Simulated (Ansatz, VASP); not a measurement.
**One calculation of PbF2, two programs**

The input INCAR:

```
SYSTEM = PbF2
PREC     = Accurate       ! precision mode
ENCUT    = 520            ! plane-wave cutoff, eV
EDIFF    = 1E-6           ! SCF threshold, eV
ISMEAR   = -1             ! smearing method
SIGMA    = 0.02           ! smearing width, eV
LREAL    = .FALSE.        ! projectors in reciprocal space
LASPH    = .TRUE.         ! aspherical terms in the spheres
NELM     = 100            ! most SCF steps
ALGO     = Normal         ! electronic algorithm
ISIF     = 2              ! what is computed and relaxed
LWAVE    = .FALSE.        ! write WAVECAR
LCHARG   = .FALSE.        ! write CHGCAR
GGA      = PE             ! functional
NBANDS   = 21             ! bands
```

File KPOINTS:

```
Automatic mesh
0
G
  8 8 8
  0 0 0
```

POSCAR

```
PbF2
1.0
    0.0000000000      2.9456366969      2.9456366969
    2.9456366969      0.0000000000      2.9456366969
    2.9456366969      2.9456366969      0.0000000000
Pb F
1 2
Direct
    0.0000000000      0.0000000000      0.0000000000
    0.2500000000      0.2500000000      0.2500000000
    0.7500000000      0.7500000000      0.7500000000
```

Input for Ansatz:

```yaml
crystal:
  lattice:
    - [0.0, 2.9456366969, 2.9456366969]
    - [2.9456366969, 0.0, 2.9456366969]
    - [2.9456366969, 2.9456366969, 0.0]
  atoms:
    - { symbol: Pb, position: [0.0, 0.0, 0.0] }
    - { symbol: F, position: [0.25, 0.25, 0.25] }
    - { symbol: F, position: [0.75, 0.75, 0.75] }
kpoints:
  mp_grid: { grid: [8, 8, 8] }
  band_path:
    path:
      - [0.0, 0.0, 0.0]
      - [0.5, 0.0, 0.5]
      - [0.625, 0.25, 0.625]
      - [0.375, 0.375, 0.75]
      - [0.5, 0.5, 0.5]
      - [0.5, 0.25, 0.75]
      - [0.25, -0.5, -0.25]
      - [0.0, 0.5, 0.5]
    npoints: 1
hamiltonian:
  xc: pbe
scf:
  occupations: { method: fermi_dirac, width: 0.02 }
  n_extra_bands: 4
output:
  forces: true
  stress: true
  eigenvalues: true
  write_density: true
  write_potential: true
  elf: true
  volumetric_format: npy
```

Change from the starting cell: hydrostatic strain -0.5%.

Alike in both runs: task single point; functional PBE; k mesh 8 × 8 × 8; occupations fermi-dirac, width 0.02 eV; no spin polarisation.

|  | VASP | Ansatz |
| --- | --- | --- |
| version | VASP 6.6.1 | Ansatz 0.2.0 |
| potentials or method | VASP PAW PBE potentials, release 64 (Pb_d, F) | plane waves, PAW |
| plane-wave cutoff (eV) | 520 | 420 |
| valence electrons in the cell | 28 | 28 |

VASP gave:

- gap on the k mesh at the Fermi level (eV): 4.41
- pressure (GPa): 4.0

**Question.** Which values does Ansatz return?

**Answer.** gap on the k mesh at the Fermi level (eV): 4.41; pressure (GPa): 4.2.

Spin-orbit coupling is off throughout.
